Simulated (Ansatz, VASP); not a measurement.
# Ti in VASP and in Ansatz

File INCAR:

```
SYSTEM = Ti
PREC     = Accurate       ! precision mode
ENCUT    = 520            ! plane-wave cutoff, eV
EDIFF    = 1E-6           ! SCF threshold, eV
ISMEAR   = -1             ! smearing method
SIGMA    = 0.05           ! smearing width, eV
LREAL    = .FALSE.        ! projectors in reciprocal space
LASPH    = .TRUE.         ! aspherical terms in the spheres
NELM     = 150            ! most SCF steps
ALGO     = Normal         ! electronic algorithm
ISIF     = 2              ! what is computed and relaxed
LWAVE    = .FALSE.        ! write WAVECAR
LCHARG   = .FALSE.        ! write CHGCAR
LNONCOLLINEAR= .TRUE.         ! non-collinear magnetism
MAGMOM   = 0 0 0          ! initial moments
LORBIT   = 11             ! projections on sites
LSORBIT  = .TRUE.         ! spin-orbit coupling
GGA_COMPAT= .FALSE.      
LORBMOM  = .TRUE.       
LMAXMIX  = 4              ! l up to which the mixer works
GGA      = PE             ! functional
NBANDS   = 23             ! bands
```

KPOINTS

```
Automatic mesh
0
G
  15 15 15
  0 0 0
```

The input POSCAR:

```
Ti
1.0
    0.0000000000      2.0300000000      2.0300000000
    2.0300000000      0.0000000000      2.0300000000
    2.0300000000      2.0300000000      0.0000000000
Ti
1
Direct
    0.0000000000      0.0000000000      0.0000000000
```

Input for Ansatz:

```yaml
crystal:
  lattice:
    - [0.0, 2.03, 2.03]
    - [2.03, 0.0, 2.03]
    - [2.03, 2.03, 0.0]
  atoms:
    - { symbol: Ti, position: [0.0, 0.0, 0.0] }
kpoints:
  mp_grid: { grid: [15, 15, 15] }
  band_path:
    path:
      - [0.0, 0.0, 0.0]
      - [0.5, 0.0, 0.5]
      - [0.625, 0.25, 0.625]
      - [0.375, 0.375, 0.75]
      - [0.0, 0.0, 0.0]
      - [0.5, 0.5, 0.5]
      - [0.5, 0.25, 0.75]
      - [0.5, 0.0, 0.5]
    npoints: 5
scf:
  occupations: { method: fermi_dirac, width: 0.05 }
hamiltonian:
  xc: pbe
  pseudopotentials: { kind: all_electron, lapw: { basis_error: 0.00025 } }
output:
  forces: true
  stress: true
  eigenvalues: true
magnetization:
  noncollinear: true
  spin_orbit: true
```

Alike in both runs: task single point; functional PBE; k mesh 15 × 15 × 15; occupations fermi-dirac, width 0.05 eV; non-collinear spin, spin-orbit coupling.

|  | VASP | Ansatz |
| --- | --- | --- |
| version | VASP 6.6.1 | Ansatz 0.2.0 |
| potentials or method | VASP PAW PBE potentials, release 64 (Ti_sv), cutoff 520 eV | all-electron LAPW |

```tsv
	VASP	Ansatz	Ansatz less VASP
pressure (GPa)	4.1	4.5	+0.42
```

Ansatz ran all-electron here, and VASP with PAW potentials.
